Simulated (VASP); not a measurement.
# RbBr (Fm-3m) in VASP: further runs

Runs on RbBr. Level: PBEsol. Tasks: relaxation of cell and atoms.

Everything below comes from runs of VASP 6.6.1. Logs are shortened: lines on timing, memory, paths and dates and some standing lists are left out, and cuts for length are marked.

**1. The cell of the first run**

Symmetry: Fm-3m, No. 225, cubic system. Conventional cell: a = 6.850 Å, b = 6.850 Å, c = 6.850 Å, α = 90.00°, β = 90.00°, γ = 90.00°. Rb (site symmetry m-3m) has 6 Br at 3.42 Å within 4.5 Å. Within 4.5 Å of Br (site symmetry m-3m) lie 6 Rb at 3.42 Å.

**2. Relaxation of cell and atoms, PBEsol, target pressure 4 GPa, at which the enthalpy is minimised**

File INCAR:

```
ALGO = Normal ; EDIFF = 1E-6
EDIFFG = -0.002 ; ENCUT = 600
GGA = PS ; IBRION = 2
ISIF = 3 ; ISMEAR = 0
LASPH = True ; LCHARG = False
LREAL = False ; LWAVE = False
NELM = 100 ; NSW = 100
PREC = Accurate ; PSTRESS = 40.0
SIGMA = 0.01
```

File KPOINTS:

```
k-points
0
Gamma
  6 6 6
```

File POSCAR:

```
RbBr
1.0
    0.0000000000      3.4249234064      3.4249234064
    3.4249234064      0.0000000000      3.4249234064
    3.4249234064      3.4249234064      0.0000000000
Rb Br
1 1
Direct
    0.0000000000      0.0000000000      0.0000000000
    0.5000000000      0.5000000000      0.5000000000
```

Potentials or basis: VASP PAW PBE potentials, release 64 (Rb_sv, Br).

On the command line:

```sh
$ cat potpaw_PBE.64/Rb_sv/POTCAR potpaw_PBE.64/Br/POTCAR > POTCAR
$ mpirun -np 1 vasp_std > vasp.out
```

OUTCAR:

```text
EDIFF = 1E-6
   EDIFFG = -0.002
   ENCUT = 600
   GGA = PS
   IBRION = 2
   ISIF = 3
   ISMEAR = 0
   LASPH = True
   LREAL = False
   NELM = 100
   NSW = 100
   PREC = Accurate
   PSTRESS = 40.0

 ion  position               nearest neighbor table
   1  0.000  0.000  0.000-   2 3.42   2 3.42   2 3.42   2 3.42   2 3.42   2 3.42
   2  0.500  0.500  0.500-   1 3.42   1 3.42   1 3.42   1 3.42   1 3.42   1 3.42

  LATTYP: Found a face centered cubic cell.
 ALAT       =     6.8498468128

  Lattice vectors:

 A1 = (   0.0000000000,   3.4249234064,   3.4249234064)
 A2 = (   3.4249234064,   0.0000000000,   3.4249234064)
 A3 = (   3.4249234064,   3.4249234064,   0.0000000000)

Analysis of symmetry for initial positions (statically):
=====================================================================
 Subroutine PRICEL returns:
 Original cell was already a primitive cell.

 Routine SETGRP: Setting up the symmetry group for a
 face centered cubic supercell.

 Subroutine GETGRP returns: Found 48 space group operations
 (whereof 48 operations were pure point group operations)
 out of a pool of 48 trial point group operations.

The static configuration has the point symmetry O_h .

Analysis of symmetry for dynamics (positions and initial velocities):
=====================================================================
 Subroutine PRICEL returns:
 Original cell was already a primitive cell.

 Routine SETGRP: Setting up the symmetry group for a
 face centered cubic supercell.

 Subroutine GETGRP returns: Found 48 space group operations
 (whereof 48 operations were pure point group operations)
 out of a pool of 48 trial point group operations.

The dynamic configuration has the point symmetry O_h .

 Subroutine INISYM returns: Found 48 space group operations
 (whereof 48 operations are pure point group operations),
 and found     1 'primitive' translations

----------------------------------------------------------------------------------------

                                     Primitive cell

  volume of cell :      80.3494

  direct lattice vectors                    reciprocal lattice vectors
     0.000000000  3.424923406  3.424923406    -0.145988666  0.145988666  0.145988666
     3.424923406  0.000000000  3.424923406     0.145988666 -0.145988666  0.145988666
     3.424923406  3.424923406  0.000000000     0.145988666  0.145988666 -0.145988666

  length of vectors
[... 65 lines left out ...]
   ISTART =      0    job   : 0-new  1-cont  2-samecut
   ICHARG =      2    charge: 1-file 2-atom 10-const
   ISPIN  =      1    spin polarized calculation?
   LNONCOLLINEAR =      F non collinear calculations
   LSORBIT =      F    spin-orbit coupling
   LASPH  =      T    aspherical Exc in radial PAW
   ENCUT  =  600.0 eV  44.10 Ry    6.64 a.u.   9.67  9.67  9.67*2*pi/ulx,y,z
   NELM   =    100;   NELMIN=  2; NELMDL= -5     # of ELM steps
   EDIFF  = 0.1E-05   stopping-criterion for ELM
   LREAL  =      F    real-space projection
   EDIFFG = -.2E-02   stopping-criterion for IOM
   NSW    =    100    number of steps for IOM
   IBRION =      2    ionic relax: 0-MD 1-quasi-New 2-CG
   NFREE  =      1    steps in history (QN), initial steepest desc. (CG)
   ISIF   =      3    stress and relaxation
   ISYM   =      2    0-nonsym 1-usesym 2-fastsym
   POTIM  = 0.5000    time-step for ionic-motion
   TEBEG  =    0.0;   TEEND  =   0.0 temperature during run
   PSTRESS=   40.0 pullay stress
   NELECT =      16.0000    total number of electrons
   NUPDOWN=      -1.0000    fix difference up-down
   EMIN   =  10.00;   EMAX   =-10.00  energy-range for DOS
   EFERMI =   0.00;   METHOD = LEGACY
   ISMEAR =     0;   SIGMA  =   0.01  broadening in eV -4-tet -1-fermi 0-gaus
   EFERMI_NEDOS =   21; number of points for ismear=-14 and -15
   IALGO  =     38    algorithm
   IMIX   =      4    mixing-type and parameters
     AMIX     =   0.40;   BMIX     =  1.00
     AMIX_MAG =   1.60;   BMIX_MAG =  1.00
  volume/ion in A,a.u.               =      40.17       271.11
  Fermi-wavevector in a.u.,A,eV,Ry     =   0.955991  1.806562 12.434629  0.913919
  Thomas-Fermi vector in A             =   2.084879
   LORBIT       =      0    0 simple, 1 ext, 2 COOP (PROOUT), +10 PAW based schemes
   GGA     = PS    functional components
   LHFCALC =     F    Hartree Fock is set to
   AEXX    =    0.0000 exact exchange contribution
   IVDW    =     0    specifies the selected vdW correction
   LEPSILON=     F    determine dielectric tensor
   LRPA    =     F    only Hartree local field effects (RPA)
 conjugate gradient relaxation of ions
 non-spin polarized calculation
 Gauss-broadening in eV      SIGMA  =   0.01
  energy-cutoff  :      600.00
  volume of cell :       80.35
 maximum number of plane-waves:      2733
 NGX is ok and might be reduce to    40
   NGX = 19   NGY = 19   NGZ = 19

--------------------------------------- Ionic step        1  -------------------------------------------

 number of electron      16.0000001 magnetization

 Free energy of the ion-electron system (eV)
  ---------------------------------------------------
  ext. energy  EPLUGINS =         0.00000000
  ---------------------------------------------------
  free energy    TOTEN  =        -6.35542609 eV

  energy without entropy =       -6.35542609  energy(sigma->0) =       -6.35542609

------------------------ aborting loop because EDIFF is reached ----------------------------------------

  FORCE on cell =-STRESS in cart. coord.  units (eV):
  Direction    XX          YY          ZZ          XY          YZ          ZX
  --------------------------------------------------------------------------------------
  -------------------------------------------------------------------------------------
  Total        0.0007992      0.0007992      0.0007992      0.0000000     -0.0000000     -0.0000000
  in kB        0.0159364      0.0159364      0.0159364      0.0000000     -0.0000000     -0.0000000
  external PRESSURE =     -39.9840636 kB  Pullay stress =      40.0000000 kB
[... 215 lines left out ...]
--------------------------------------- Ionic step        7  -------------------------------------------

 number of electron      16.0000001 magnetization

 Free energy of the ion-electron system (eV)
  ---------------------------------------------------
  ext. energy  EPLUGINS =         0.00000000
  ---------------------------------------------------
  free energy    TOTEN  =        -6.21798325 eV

  energy without entropy =       -6.21798325  energy(sigma->0) =       -6.21798325

 E-fermi :  -0.9239     XC(G=0):  -8.1882

 val. band max:       -1.0537215086   @ k =   0.0000   0.0000   0.0000
 cond. band min:       3.6229885815   @ k =   0.0000   0.0000   0.0000
 fundamental gap:      4.6767100901
 Fermi energy:        -0.9238951482

 k-point     1 :       0.0000    0.0000    0.0000
  band No.  band energies     occupation
      1     -25.0898      2.00000
      2     -13.4713      2.00000
      3      -9.1953      2.00000
      4      -9.1953      2.00000
      5      -9.1953      2.00000
      6      -1.0537      2.00000
      7      -1.0537      2.00000
      8      -1.0537      2.00000
      9       3.6230      0.00000
     10       6.0947      0.00000
     11       6.0947      0.00000
     12       6.0947      0.00000
[... 256 lines left out ...]
  energy  without entropy=       -6.2179832456  energy(sigma->0) =       -6.21798325

  enthalpy is  TOTEN    =        -4.5428267680 eV   P V=        1.6751564776

 reached required accuracy - stopping structural energy minimisation
```

Run time: 51 s. Hardware: 1 thread of Intel Xeon 6975P-C (Granite Rapids), shared host; peak memory 0.24 GiB.

Results:

```
Free energy                                            : -6.2180 eV
Relaxed volume                                         : 33.55 Å³/atom
Relaxed cell                                           : a = 4.561 Å, b = 4.561 Å, c = 4.561 Å, α = 60.00°, β = 60.00°, γ = 60.00°
Space group after relaxing (to 0.05 Å)                 : Fm-3m (No. 225)
Energy change on relaxing (the enthalpy is what falls) : +68.7 meV/atom
Ionic steps                                            : 7
Pressure after relaxing                                : 4.0 GPa
Band gap on the k mesh                                 : 4.68 eV, direct
```

The path:
| step | energy change (eV) | largest force (eV/Å) | pressure (GPa) | volume (Å³) |
| --- | --- | --- | --- | --- |
| 1 | 0.0000 | 0.0000 | 0.00 | 80.35 |
| 2 | 0.0905 | 0.0000 | 3.03 | 69.25 |
| 3 | 0.1351 | 0.0000 | 3.94 | 67.19 |
| 4 | 0.1413 | 0.0000 | 4.07 | 66.94 |
| 5 | 0.1378 | 0.0000 | 4.01 | 67.08 |
| 6 | 0.1371 | 0.0000 | 3.99 | 67.11 |
| 7 | 0.1374 | 0.0000 | 3.99 | 67.10 |

Final structure:
```cif
data_structure
_symmetry_space_group_name_H-M 'P 1'
_symmetry_Int_Tables_number 1
_cell_length_a 4.5611
_cell_length_b 4.5611
_cell_length_c 4.5611
_cell_angle_alpha 60.000
_cell_angle_beta 60.000
_cell_angle_gamma 60.000
_cell_volume 67.10
loop_
_atom_site_label
_atom_site_type_symbol
_atom_site_fract_x
_atom_site_fract_y
_atom_site_fract_z
_atom_site_occupancy
Rb1 Rb 0.00000 0.00000 0.00000 1
Br1 Br 0.50000 0.50000 0.50000 1
```

Levels at points of the mesh, in eV from the valence-band top:
| k point | band 4 | band 5 | band 6 | band 7 | band 8 | band 9 | band 10 | band 11 | band 12 |
| --- | --- | --- | --- | --- | --- | --- | --- | --- | --- |
| (0.00, 0.00, 0.00) | -8.14 | -8.14 | 0.00 | 0.00 | 0.00 | 4.68 | 7.15 | 7.15 | 7.15 |
| (0.50, 0.00, 0.00) | -8.15 | -8.01 | -1.39 | -0.58 | -0.58 | 7.09 | 8.18 | 9.93 | 9.93 |
| (0.50, 0.50, 0.00) | -8.29 | -8.29 | -0.49 | -0.15 | -0.15 | 5.18 | 7.73 | 9.45 | 9.98 |

Caveat: the cell is relaxed towards a set pressure, so the enthalpy falls and the energy may rise; the volume moved by over 15 % at a fixed basis, so the end points are rough; the PAW data sets were made with another functional, which shifts forces and pressure a little. As with any semilocal functional, this PBEsol gap is likely too small.

**3. Relaxation of cell and atoms, PBEsol, target pressure 7 GPa, at which the enthalpy is minimised**

File INCAR:

```
PREC = Accurate
ENCUT = 600
EDIFF = 1E-6
ISMEAR = 0
SIGMA = 0.01
LREAL = False
LASPH = True
NELM = 100
ALGO = Normal
ISIF = 3
LWAVE = False
LCHARG = False
GGA = PS
IBRION = 2
NSW = 100
EDIFFG = -0.002
PSTRESS = 70.0
```

File KPOINTS:

```
Automatic mesh
0
Gamma
  6 6 6
```

POSCAR is that of step 2.

Potentials or basis: VASP PAW PBE potentials, release 64 (Rb_sv, Br).

On the command line:

```sh
$ cat potpaw_PBE.64/Rb_sv/POTCAR potpaw_PBE.64/Br/POTCAR > POTCAR
$ mpirun -np 1 vasp_std > vasp.out
```

It took 97 s on 1 thread of Intel Xeon 6975P-C (Granite Rapids), shared host; peak memory 0.24 GiB.

Results (log left out):

| Item | Value |
| --- | --- |
| Free energy | -6.0485 eV |
| Relaxed volume | 31.03 Å³/atom |
| Relaxed cell | a = 4.444 Å, b = 4.444 Å, c = 4.444 Å, α = 60.00°, β = 60.00°, γ = 60.00° |
| Space group after relaxing (to 0.05 Å) | Fm-3m (No. 225) |
| Energy change on relaxing (the enthalpy is what falls) | +153.5 meV/atom |
| Ionic steps | 16 |
| Pressure after relaxing | 7.0 GPa |
| Band gap on the k mesh | 4.91 eV, direct |

Step by step:
| step | energy change (eV) | largest force (eV/Å) | pressure (GPa) | volume (Å³) |
| --- | --- | --- | --- | --- |
| 1 | 0.0000 | 0.0000 | 0.00 | 80.35 |
| 2 | 0.3267 | 0.0000 | 7.33 | 61.62 |
| 3 | 0.3076 | 0.0000 | 7.01 | 62.05 |
| 4 | 0.2931 | 0.0000 | 6.77 | 62.38 |
| 5 | 0.2936 | 0.0000 | 6.77 | 62.37 |
| 6 | 0.2948 | 0.0000 | 6.80 | 62.34 |
| 7 | 0.2949 | 0.0000 | 6.80 | 62.34 |
| 8 | 0.2949 | 0.0000 | 6.79 | 62.34 |
| 9 | 0.2950 | 0.0000 | 6.79 | 62.34 |
| 10 | 0.2953 | 0.0000 | 6.78 | 62.33 |
| 11 | 0.2957 | 0.0000 | 6.81 | 62.32 |
| 12 | 0.2967 | 0.0000 | 6.83 | 62.30 |
| 13 | 0.2985 | 0.0000 | 6.86 | 62.26 |
| 14 | 0.3023 | 0.0000 | 6.92 | 62.17 |
| 15 | 0.3098 | 0.0000 | 7.05 | 62.00 |
| 16 | 0.3069 | 0.0000 | 7.00 | 62.06 |

Final structure:
```cif
data_structure
_symmetry_space_group_name_H-M 'P 1'
_symmetry_Int_Tables_number 1
_cell_length_a 4.4441
_cell_length_b 4.4441
_cell_length_c 4.4441
_cell_angle_alpha 60.000
_cell_angle_beta 60.000
_cell_angle_gamma 60.000
_cell_volume 62.06
loop_
_atom_site_label
_atom_site_type_symbol
_atom_site_fract_x
_atom_site_fract_y
_atom_site_fract_z
_atom_site_occupancy
Rb1 Rb 0.00000 0.00000 0.00000 1
Br1 Br 0.50000 0.50000 0.50000 1
```

Levels at points of the mesh, in eV from the valence-band top:
```tsv
k point	band 6	band 7	band 8	band 9	band 10	band 11
(0.00, 0.00, 0.00)	0.00	0.00	0.00	4.91	7.08	7.08
(0.50, 0.00, 0.00)	-1.58	-0.70	-0.70	7.26	8.41	10.12
(0.50, 0.50, 0.00)	-0.46	-0.14	-0.14	4.99	8.06	9.55
```

Caveat: the cell is relaxed towards a set pressure, so the enthalpy falls and the energy may rise; the volume moved by over 15 % at a fixed basis, so the end points are rough; the PAW data sets were made with another functional, which shifts forces and pressure a little. A k mesh can miss the band edges.

**4. Relaxation of cell and atoms, PBEsol, target pressure 10 GPa, at which the enthalpy is minimised**

File INCAR:

```
SYSTEM = RbBr
  PREC = Accurate
  ENCUT = 600
  EDIFF = 1E-7
  ISMEAR = 0
  SIGMA = 0.01
  LREAL = .FALSE.
  LASPH = .TRUE.
  NELM = 100
  ALGO = Normal
  ISIF = 3
  LWAVE = .FALSE.
  LCHARG = .FALSE.
  GGA = PS
  IBRION = 2
  NSW = 100
  EDIFFG = -0.002
  PSTRESS = 100.0
```

File KPOINTS:

```
Automatic mesh
0
G
  6 6 6
  0 0 0
```

POSCAR is that of step 3.

On the command line:

```sh
$ cat potpaw_PBE.64/Rb_sv/POTCAR potpaw_PBE.64/Br/POTCAR > POTCAR
$ mpirun -np 1 vasp_std > vasp.out
```

It took 2 min on 1 thread of Intel Xeon 6975P-C (Granite Rapids), shared host; peak memory 0.24 GiB.

Results (log left out):

```
Free energy                                            : -5.8621 eV
Relaxed volume                                         : 29.26 Å³/atom
Relaxed cell                                           : a = 4.358 Å, b = 4.358 Å, c = 4.358 Å, α = 60.00°, β = 60.00°, γ = 60.00°
Space group after relaxing (to 0.05 Å)                 : Fm-3m (No. 225)
Energy change on relaxing (the enthalpy is what falls) : +246.7 meV/atom
Ionic steps                                            : 15
Pressure after relaxing                                : 10.0 GPa
Band gap on the k mesh                                 : 4.82 eV, indirect (least direct gap 4.94 eV)
```

The path:
```tsv
step	energy change (eV)	largest force (eV/Å)	pressure (GPa)	volume (Å³)
1	0.0000	0.0000	0.00	80.35
2	0.7924	0.0000	14.59	54.58
3	0.4942	0.0000	10.01	58.51
4	0.4701	0.0000	9.64	58.90
5	0.4710	0.0000	9.65	58.88
6	0.4737	0.0000	9.69	58.84
7	0.4737	0.0000	9.69	58.84
8	0.4738	0.0000	9.69	58.84
9	0.4741	0.0000	9.70	58.83
10	0.4746	0.0000	9.71	58.82
11	0.4757	0.0000	9.72	58.80
12	0.4779	0.0000	9.76	58.77
13	0.4822	0.0000	9.83	58.70
14	0.4910	0.0000	9.96	58.56
15	0.4933	0.0000	10.00	58.52
```

Final structure:
```
CELL_PARAMETERS angstrom
0.00000 3.08145 3.08145
3.08145 0.00000 3.08145
3.08145 3.08145 0.00000
ATOMIC_POSITIONS crystal
Rb 0.00000 0.00000 0.00000
Br 0.50000 0.50000 0.50000
```

Levels at points of the mesh, in eV from the valence-band top:
```tsv
k point	band 4	band 5	band 6	band 7	band 8	band 9	band 10	band 11	band 12
(0.00, 0.00, 0.00)	-8.01	-8.01	0.00	0.00	0.00	5.11	7.01	7.01	7.01
(0.50, 0.00, 0.00)	-8.02	-7.75	-1.74	-0.81	-0.81	7.38	8.57	10.25	10.25
(0.50, 0.50, 0.00)	-8.26	-8.26	-0.42	-0.11	-0.11	4.82	8.33	9.61	10.70
```

Caveat: the cell is relaxed towards a set pressure, so the enthalpy falls and the energy may rise; the volume moved by over 15 % at a fixed basis, so the end points are rough; the PAW data sets were made with another functional, which shifts forces and pressure a little. A k mesh can miss the band edges.

**5. Summary**

```tsv
cell	gap on the mesh (eV)	pressure (GPa)
relaxed to 4 GPa	4.68	4.0
relaxed to 7 GPa	4.91	7.0
relaxed to 10 GPa	4.82	10.0
```

Alike in all rows: task relaxation of cell and atoms; level PBEsol; potentials or basis VASP PAW PBE potentials, release 64 (Rb_sv, Br); no spin polarisation; k mesh 6 × 6 × 6; cutoff (eV) 600; smearing gaussian 0.01 eV.

Caveats: the cell is relaxed towards a set pressure, so the enthalpy falls and the energy may rise; the volume moved by over 15 % at a fixed basis, so the end points are rough; the PAW data sets were made with another functional, which shifts forces and pressure a little.

Total energies depend on the potentials used, so only differences within one code and one set of settings carry meaning.
